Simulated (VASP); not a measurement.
# Pd (Fm-3m) in VASP: further runs

The runs below take Pd through single point, with PBE.

All numbers are computed with VASP 6.6.1; they aren't measurements. Logs are shortened: lines on timing, memory, paths and dates and some standing lists are left out, and cuts for length are marked.

## (1) The cell of the first run

Symmetry: Fm-3m, No. 225, cubic system. The conventional cell has a = 3.893 Å, b = 3.893 Å, c = 3.893 Å, α = 90.00°, β = 90.00°, γ = 90.00°. Pd (site symmetry m-3m) has 12 Pd at 2.75 Å within 3.6 Å.

## (2) Single point, PBE

INCAR

```
PREC = Accurate
ENCUT = 520
EDIFF = 1E-6
ISMEAR = 0
SIGMA = 0.05
LREAL = F
LASPH = T
NELM = 100
ALGO = Fast
ISIF = 2
LWAVE = F
LCHARG = F
GGA = PE
NBANDS = 11
```

KPOINTS

```
regular mesh
0
Gamma
  8 8 8
```

POSCAR

```
Pd
1.0
    0.0000000000      1.9465000000      1.9465000000
    1.9465000000      0.0000000000      1.9465000000
    1.9465000000      1.9465000000      0.0000000000
Pd
1
Direct
    0.0000000000      0.0000000000      0.0000000000
```

Potentials or basis: VASP PAW PBE potentials, release 64 (Pd).

Run with:

```sh
$ cat potpaw_PBE.64/Pd/POTCAR > POTCAR
$ mpirun -np 1 vasp_std > vasp.out
```

OUTCAR:

```text
PREC = Accurate
   ENCUT = 520
   EDIFF = 1E-6
   ISMEAR = 0
   LREAL = F
   LASPH = T
   NELM = 100
   ISIF = 2
   GGA = PE

 ion  position               nearest neighbor table
   1  0.000  0.000  0.000-

  LATTYP: Found a face centered cubic cell.
 ALAT       =     3.8930000000

  Lattice vectors:

 A1 = (   0.0000000000,   1.9465000000,   1.9465000000)
 A2 = (   1.9465000000,   0.0000000000,   1.9465000000)
 A3 = (   1.9465000000,   1.9465000000,   0.0000000000)

Analysis of symmetry for initial positions (statically):
=====================================================================
 Subroutine PRICEL returns:
 Original cell was already a primitive cell.

 Routine SETGRP: Setting up the symmetry group for a
 face centered cubic supercell.

 Subroutine GETGRP returns: Found 48 space group operations
 (whereof 48 operations were pure point group operations)
 out of a pool of 48 trial point group operations.

The static configuration has the point symmetry O_h .

Analysis of symmetry for dynamics (positions and initial velocities):
=====================================================================
 Subroutine PRICEL returns:
 Original cell was already a primitive cell.

 Routine SETGRP: Setting up the symmetry group for a
 face centered cubic supercell.

 Subroutine GETGRP returns: Found 48 space group operations
 (whereof 48 operations were pure point group operations)
 out of a pool of 48 trial point group operations.

The dynamic configuration has the point symmetry O_h .

 Subroutine INISYM returns: Found 48 space group operations
 (whereof 48 operations are pure point group operations),
 and found     1 'primitive' translations

----------------------------------------------------------------------------------------

                                     Primitive cell

  volume of cell :      14.7500

  direct lattice vectors                    reciprocal lattice vectors
     0.000000000  1.946500000  1.946500000    -0.256871307  0.256871307  0.256871307
     1.946500000  0.000000000  1.946500000     0.256871307 -0.256871307  0.256871307
     1.946500000  1.946500000  0.000000000     0.256871307  0.256871307 -0.256871307

  length of vectors
     2.752766699  2.752766699  2.752766699     0.444914156  0.444914156  0.444914156

  position of ions in fractional coordinates (direct lattice)
     0.000000000  0.000000000  0.000000000

  ion indices of the primitive-cell ions
   primitive index   ion index
                 1           1

----------------------------------------------------------------------------------------

 KPOINTS: regular mesh

Automatic generation of k-mesh.
 Grid dimensions read from file:
 generate k-points for:    8    8    8

 Generating k-lattice:

  Cartesian coordinates                     Fractional coordinates (reciprocal lattice)
    -0.032108913  0.032108913  0.032108913     0.125000000  0.000000000  0.000000000
     0.032108913 -0.032108913  0.032108913     0.000000000  0.125000000  0.000000000
     0.032108913  0.032108913 -0.032108913     0.000000000  0.000000000  0.125000000

  Length of vectors
     0.055614269  0.055614269  0.055614269

  Shift w.r.t. Gamma in fractional coordinates (k-lattice)
     0.000000000  0.000000000  0.000000000

 Subroutine IBZKPT returns following result:
 ===========================================

 Found     29 irreducible k-points:

 Following reciprocal coordinates:
            Coordinates               Weight
  0.000000  0.000000  0.000000      1.000000
  0.125000  0.000000  0.000000      8.000000
  0.250000  0.000000  0.000000      8.000000
  0.375000  0.000000  0.000000      8.000000
  0.500000  0.000000  0.000000      4.000000
  0.125000  0.125000  0.000000      6.000000
[... 16 lines left out ...]
  0.500000  0.250000  0.125000     48.000000
 -0.375000  0.250000  0.125000     24.000000
 [... further k-points ...]
   k-points           NKPTS =     29   k-points in BZ     NKDIM =     29   number of bands    NBANDS=     11
   number of dos      NEDOS =    301   number of ions     NIONS =      1
   total plane-waves  NPLWV =   8000
   dimension x,y,z NGX =    20 NGY =   20 NGZ =   20
   dimension x,y,z NGXF=    40 NGYF=   40 NGZF=   40
   ions per type =               1
   NGX,Y,Z   is equivalent  to a cutoff of  12.08, 12.08, 12.08 a.u.
   NGXF,Y,Z  is equivalent  to a cutoff of  24.16, 24.16, 24.16 a.u.
 SYSTEM =  unknown system
   PREC   = accura    normal or accurate (medium, high low for compatibility)
   ISTART =      0    job   : 0-new  1-cont  2-samecut
   ICHARG =      2    charge: 1-file 2-atom 10-const
   ISPIN  =      1    spin polarized calculation?
   LNONCOLLINEAR =      F non collinear calculations
   LSORBIT =      F    spin-orbit coupling
   LASPH  =      T    aspherical Exc in radial PAW
   ENCUT  =  520.0 eV  38.22 Ry    6.18 a.u.   5.12  5.12  5.12*2*pi/ulx,y,z
   NELM   =    100;   NELMIN=  2; NELMDL= -5     # of ELM steps
   EDIFF  = 0.1E-05   stopping-criterion for ELM
   LREAL  =      F    real-space projection
   EDIFFG = 0.1E-04   stopping-criterion for IOM
   NSW    =      0    number of steps for IOM
   IBRION =     -1    ionic relax: 0-MD 1-quasi-New 2-CG
   NFREE  =      0    steps in history (QN), initial steepest desc. (CG)
   ISIF   =      2    stress and relaxation
   ISYM   =      2    0-nonsym 1-usesym 2-fastsym
   POTIM  = 0.5000    time-step for ionic-motion
   TEBEG  =    0.0;   TEEND  =   0.0 temperature during run
   PSTRESS=    0.0 pullay stress
   NELECT =      10.0000    total number of electrons
   NUPDOWN=      -1.0000    fix difference up-down
   EMIN   =  10.00;   EMAX   =-10.00  energy-range for DOS
   EFERMI =   0.00;   METHOD = LEGACY
   ISMEAR =     0;   SIGMA  =   0.05  broadening in eV -4-tet -1-fermi 0-gaus
   EFERMI_NEDOS =   21; number of points for ismear=-14 and -15
   IALGO  =     68    algorithm
   IMIX   =      4    mixing-type and parameters
     AMIX     =   0.40;   BMIX     =  1.00
     AMIX_MAG =   1.60;   BMIX_MAG =  1.00
  volume/ion in A,a.u.               =      14.75        99.54
  Fermi-wavevector in a.u.,A,eV,Ry     =   1.438171  2.717748 28.141404  2.068335
  Thomas-Fermi vector in A             =   2.557167
   LORBIT       =      0    0 simple, 1 ext, 2 COOP (PROOUT), +10 PAW based schemes
   GGA     = PE    functional components
   LHFCALC =     F    Hartree Fock is set to
   AEXX    =    0.0000 exact exchange contribution
   IVDW    =     0    specifies the selected vdW correction
   LEPSILON=     F    determine dielectric tensor
   LRPA    =     F    only Hartree local field effects (RPA)
 non-spin polarized calculation
 RMM-DIIS sequential band-by-band and
 Gauss-broadening in eV      SIGMA  =   0.05
  energy-cutoff  :      520.00
  volume of cell :       14.75
 maximum number of plane-waves:       415
   NGX = 11   NGY = 11   NGZ = 11

 number of electron      10.0000000 magnetization

 number of electron       9.9999999 magnetization

 Free energy of the ion-electron system (eV)
  ---------------------------------------------------
  ext. energy  EPLUGINS =         0.00000000
  ---------------------------------------------------
  free energy    TOTEN  =        -5.18524281 eV

  energy without entropy =       -5.18181533  energy(sigma->0) =       -5.18352907

 E-fermi :   9.8807     XC(G=0): -13.1775

 val. band max:        9.8474031623   @ k =  -0.3750   0.3750   0.1250
 cond. band min:       9.8923130112   @ k =   0.5000   0.2500   0.0000
 fundamental gap:      0.0449098489
 Fermi energy:         9.8807353496

 k-point     1 :       0.0000    0.0000    0.0000
  band No.  band energies     occupation
      1       2.6446      2.00000
      2       6.9838      2.00000
      3       6.9838      2.00000
      4       6.9838      2.00000
      5       8.5920      2.00000
      6       8.5920      2.00000
      7      26.9790      0.00000
      8      31.7492      0.00000
      9      31.7492      0.00000
     10      31.7492      0.00000
     11      36.9690      0.00000

 k-point     2 :       0.1250    0.0000    0.0000
  band No.  band energies     occupation
      1       3.1925      2.00000
      2       6.8138      2.00000
      3       7.1562      2.00000
      4       7.1562      2.00000
      5       8.5252      2.00000
      6       8.5252      2.00000
      7      27.4152      0.00000
      8      29.0550      0.00000
      9      32.3711      0.00000
     10      32.3711      0.00000
     11      36.9897      0.00000

 k-point     3 :       0.2500    0.0000    0.0000
  band No.  band energies     occupation
      1       4.3367      2.00000
      2       6.9438      2.00000
      3       7.2743      2.00000
      4       7.2743      2.00000
      5       8.7443      2.00000
      6       8.7443      2.00000
      7      24.3241      0.00000
      8      28.0236      0.00000
      9      33.4356      0.00000
     10      33.4356      0.00000
     11      35.6655      0.00000

 k-point     4 :       0.3750    0.0000    0.0000
  band No.  band energies     occupation
      1       4.5974      2.00000
      2       7.0553      2.00000
      3       7.0553      2.00000
      4       8.9164      2.00000
      5       9.4350      2.00000
      6       9.4350      2.00000
      7      19.7965      0.00000
      8      26.8856      0.00000
      9      31.9296      0.00000
     10      31.9296      0.00000
     11      36.5448      0.00000

 k-point     5 :       0.5000    0.0000    0.0000
  band No.  band energies     occupation
      1       4.5131      2.00000
      2       6.9312      2.00000
      3       6.9312      2.00000
      4       9.8022      1.97374
      5       9.8022      1.97374
      6      10.7983      0.00000
      7      17.1325      0.00000
      8      26.3285      0.00000
      9      30.8996      0.00000
     10      30.8996      0.00000
     11      37.1554      0.00000
[... 211 lines left out ...]
 k-point    21 :       0.5000    0.5000    0.0000
  band No.  band energies     occupation
      1       4.4097      2.00000
      2       4.7101      2.00000
      3       9.7688      1.99845
      4      10.1218      0.00000
      5      10.1218      0.00000
      6      13.1388      0.00000
      7      20.5744      0.00000
      8      22.9979      0.00000
      9      22.9979      0.00000
     10      31.3638      0.00000
     11      31.4791      0.00000

 k-point    22 :       0.3750    0.2500    0.1250
  band No.  band energies     occupation
      1       5.3359      2.00000
      2       5.9636      2.00000
      3       7.0228      2.00000
      4       8.2686      2.00000
      5       8.4504      2.00000
      6      10.0991      0.00000
      7      24.8661      0.00000
      8      25.6803      0.00000
      9      29.1408      0.00000
     10      31.7889      0.00000
     11      35.5277      0.00000

 k-point    23 :       0.5000    0.2500    0.1250
  band No.  band energies     occupation
      1       5.5085      2.00000
      2       6.3781      2.00000
      3       6.7924      2.00000
      4       8.0799      2.00000
      5       9.3000      2.00000
      6      12.2863      0.00000
      7      20.5074      0.00000
      8      24.9404      0.00000
      9      27.1280      0.00000
     10      31.9108      0.00000
     11      35.6182      0.00000

 k-point    24 :      -0.3750    0.2500    0.1250
  band No.  band energies     occupation
      1       5.4499      2.00000
      2       6.1835      2.00000
      3       7.3757      2.00000
      4       7.8468      2.00000
      5       9.6678      2.00000
      6      14.6544      0.00000
      7      17.1871      0.00000
      8      25.4571      0.00000
      9      25.7784      0.00000
     10      30.9809      0.00000
     11      36.6657      0.00000

 [... further k-points ...]
[... 5 lines left out ...]
  --------------------------------------------------------------------------------------
  -------------------------------------------------------------------------------------
  Total        0.7080579      0.7080579      0.7080579      0.0000000      0.0000000      0.0000000
  in kB       76.9105923     76.9105923     76.9105923      0.0000000      0.0000000      0.0000000
  external PRESSURE =      76.9105923 kB  Pullay stress =       0.0000000 kB

 VOLUME and BASIS-vectors are now :
 -----------------------------------------------------------------------------
  energy-cutoff  :      520.00
  volume of cell :       14.75
      direct lattice vectors                 reciprocal lattice vectors
     0.000000000  1.946500000  1.946500000    -0.256871307  0.256871307  0.256871307
     1.946500000  0.000000000  1.946500000     0.256871307 -0.256871307  0.256871307
     1.946500000  1.946500000  0.000000000     0.256871307  0.256871307 -0.256871307

 POSITION                                       TOTAL-FORCE (eV/Angst)
 -----------------------------------------------------------------------------------
      0.00000      0.00000      0.00000         0.000000      0.000000      0.000000
 -----------------------------------------------------------------------------------
    total drift:                                0.000000      0.000000      0.000000

  FREE ENERGIE OF THE ION-ELECTRON SYSTEM (eV)
  ---------------------------------------------------
  free  energy   TOTEN  =        -5.1852428109 eV

  energy  without entropy=       -5.1818153320  energy(sigma->0) =       -5.18352907
```

Run time: 4.2 s. Hardware: 1 thread of Intel Xeon 8259CL, shared host; peak memory 0.12 GiB.

Results:

```
Free energy            : -5.1852 eV
Pressure               : 7.7 GPa
Band gap on the k mesh : zero (bands 5 and 6 overlap by 1.60 eV)
```

Caveat: the cell stands under pressure.

## (3) Single point, PBE (15.53 Å³/atom)

This run uses another cell than the first one, of 15.53 Å³/atom.

INCAR

```
PREC = Accurate
ENCUT = 520
EDIFF = 1E-7
ISMEAR = 0
SIGMA = 0.05
LREAL = F
LASPH = T
NELM = 80
ALGO = Normal
ISIF = 2
LWAVE = F
LCHARG = F
GGA = PE
NBANDS = 11
```

KPOINTS

```
Automatic mesh
0
Gamma
  8 8 8
```

POSCAR

```
Pd
1.0
    0.0000000000      1.9802700376      1.9802700376
    1.9802700376      0.0000000000      1.9802700376
    1.9802700376      1.9802700376      0.0000000000
Pd
1
Direct
    0.0000000000      0.0000000000      0.0000000000
```

Potentials or basis: VASP PAW PBE potentials, release 64 (Pd).

Run with:

```sh
$ cat potpaw_PBE.64/Pd/POTCAR > POTCAR
$ mpirun -np 1 vasp_std > vasp.out
```

Wall time 4.6 s (1 thread of Intel Xeon 8259CL, shared host); peak memory 0.14 GiB.

It converged, with:

```yaml
Free_energy: -5.1987 eV
Pressure: -1.8 GPa
Band_gap_on_the_k_mesh: zero (bands 5 and 6 overlap by 1.46 eV)
```

Levels at points of the mesh, in eV from the Fermi level:
```csv
k point,band 2,band 3,band 4,band 5,band 6,band 7,band 8,band 9
"(0.00, 0.00, 0.00)",-2.66,-2.66,-2.66,-1.18,-1.18,17.07,21.55,21.55
"(0.50, 0.00, 0.00)",-2.71,-2.71,-0.07,-0.07,1.04,6.86,16.41,20.52
"(0.50, 0.50, 0.00)",-4.76,-0.11,0.22,0.22,3.28,10.18,12.85,12.85
```

The gap in the log of VASP goes by the Fermi energy; the results here count the filled bands.